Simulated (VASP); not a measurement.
A run of VASP 6.6.1 is set up as follows.

Contents of INCAR:

```
SYSTEM = Y3Te3N
PREC = Accurate
ENCUT = 520
EDIFF = 1E-6
ISMEAR = 0
SIGMA = 0.1
LREAL = Auto
LASPH = .TRUE.
NELM = 100
ALGO = Normal
ISIF = 2
LWAVE = .FALSE.
LCHARG = .FALSE.
GGA = PE
NBANDS = 132
```

Contents of KPOINTS:

```
regular mesh
0
G
  2 2 2
  0 0 0
```

POSCAR

```
Y3Te3N
1.0
    8.1279400000      0.0000000000      0.0000000000
    0.0000000000     11.9810830000      0.0000000000
   -2.7691430000      0.0000000000      8.2044670000
Y Te N
12 12 4
Direct
    0.6020780000      0.0238670000      0.8623450000
    0.3979220000      0.5238670000      0.6376550000
    0.3979220000      0.9761330000      0.1376550000
    0.6020780000      0.4761330000      0.3623450000
    0.8382220000      0.4122160000      0.7945570000
    0.1617780000      0.9122160000      0.7054430000
    0.1617780000      0.5877840000      0.2054430000
    0.8382220000      0.0877840000      0.2945570000
    0.7660460000      0.7093130000      0.6527200000
    0.2339540000      0.2093130000      0.8472800000
    0.2339540000      0.2906870000      0.3472800000
    0.7660460000      0.7906870000      0.1527200000
    0.7777810000      0.9789810000      0.5873860000
    0.2222190000      0.4789810000      0.9126140000
    0.2222190000      0.0210190000      0.4126140000
    0.7777810000      0.5210190000      0.0873860000
    0.5080990000      0.2665600000      0.6883390000
    0.4919010000      0.7665600000      0.8116610000
    0.4919010000      0.7334400000      0.3116610000
    0.5080990000      0.2334400000      0.1883390000
    0.9538700000      0.3064420000      0.5180770000
    0.0461300000      0.8064420000      0.9819230000
    0.0461300000      0.6935580000      0.4819230000
    0.9538700000      0.1935580000      0.0180770000
    0.6730830000      0.5348120000      0.6231050000
    0.3269170000      0.0348120000      0.8768950000
    0.3269170000      0.4651880000      0.3768950000
    0.6730830000      0.9651880000      0.1231050000
```

Potentials or basis: VASP PAW PBE potentials, release 64 (Y_sv, Te, N).

Run with:

```sh
$ cat potpaw_PBE.64/Y_sv/POTCAR potpaw_PBE.64/Te/POTCAR potpaw_PBE.64/N/POTCAR > POTCAR
$ mpirun -np 1 vasp_std > vasp.out
```

(1) What does it give for the pressure?

(2) What does it give for the band gap on the k mesh?

(3) What does it give for the largest force?

Answers

(1) 0.2 GPa.

(2) 1.13 eV.

(3) 0.050 eV/Å.

Caveat: spin-orbit coupling is left out, which moves the levels of the heavy elements.
